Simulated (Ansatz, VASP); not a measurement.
**ScB2N3: VASP beside Ansatz**

File INCAR:

```
SYSTEM = ScB2N3
ALGO = Normal ; EDIFF = 1E-6
EDIFFG = -0.04 ; ENCUT = 600
GGA = PE ; IBRION = 2
ISIF = 3 ; ISMEAR = 0
LASPH = .TRUE. ; LCHARG = .FALSE.
LREAL = .FALSE. ; LWAVE = .FALSE.
NELM = 60 ; NSW = 90
PREC = Accurate ; SIGMA = 0.1
```

Contents of KPOINTS:

```
k-points
0
G
  6 6 6
  0 0 0
```

Contents of POSCAR:

```
ScB2N3
1.0
    4.6314382500      0.0000000000      0.0000000000
   -2.3157191300      4.0109431800      0.0000000000
    0.0000000000      0.0000000000      3.6942599300
Sc B N
1 2 3
Direct
    0.0000000000      0.0000000000      0.5000000000
    0.3333333300      0.6666666700      0.0000000000
    0.6666666700      0.3333333300      0.0000000000
    0.4916178700      0.0000000000      0.0000000000
    0.0000000000      0.4916178700      0.0000000000
    0.5083821300      0.5083821300      0.0000000000
```

Input for Ansatz:

```yaml
crystal:
  lattice:
    - [4.63143825, 0.0, 0.0]
    - [-2.31571913, 4.01094318, 0.0]
    - [0.0, 0.0, 3.69425993]
  atoms:
    - { symbol: Sc, position: [0.0, 0.0, 0.5] }
    - { symbol: B, position: [0.33333333, 0.66666667, 0.0] }
    - { symbol: B, position: [0.66666667, 0.33333333, 0.0] }
    - { symbol: "N", position: [0.49161787, 0.0, 0.0] }
    - { symbol: "N", position: [0.0, 0.49161787, 0.0] }
    - { symbol: "N", position: [0.50838213, 0.50838213, 0.0] }
basis:
  ecutwfc: 420
kpoints:
  mp_grid: { grid: [6, 6, 6] }
hamiltonian:
  xc: pbe
scf:
  occupations: { method: gaussian, width: 0.1 }
  lower_state_search: "off"
output:
  forces: true
  stress: true
  eigenvalues: true
relax:
  adjacent_minimum: "off"
  f_tol: 0.04
  max_steps: 70
  cell: { stress_tol: 0.4 }
```

Alike in both runs: task relaxation of cell and atoms; functional PBE; k mesh 6 × 6 × 6; occupations gaussian, width 0.1 eV; no spin polarisation.

|  | VASP | Ansatz |
| --- | --- | --- |
| version | VASP 6.6.1 | Ansatz 0.2.0 |
| potentials or method | VASP PAW PBE potentials, release 64 (Sc_sv, B, N), cutoff 600 eV | scalar-relativistic, plane waves, PAW |
| valence electrons in the cell | 32 | 32 |

Ansatz gave:

- gap on the k mesh at the Fermi level, each at its own relaxed structure (eV): 1.46
- relaxed volume (Å³/atom): 9.31
- relaxed cell length with the largest relative difference (Å): 4.561

Q: What did VASP give for the same quantities?

A: gap on the k mesh at the Fermi level, each at its own relaxed structure (eV): 1.45; relaxed volume (Å³/atom): 9.31; relaxed cell length with the largest relative difference (Å): 4.561.

Noted on VASP's run: the volume moved by over 15 % at a fixed basis, so the end points are rough.
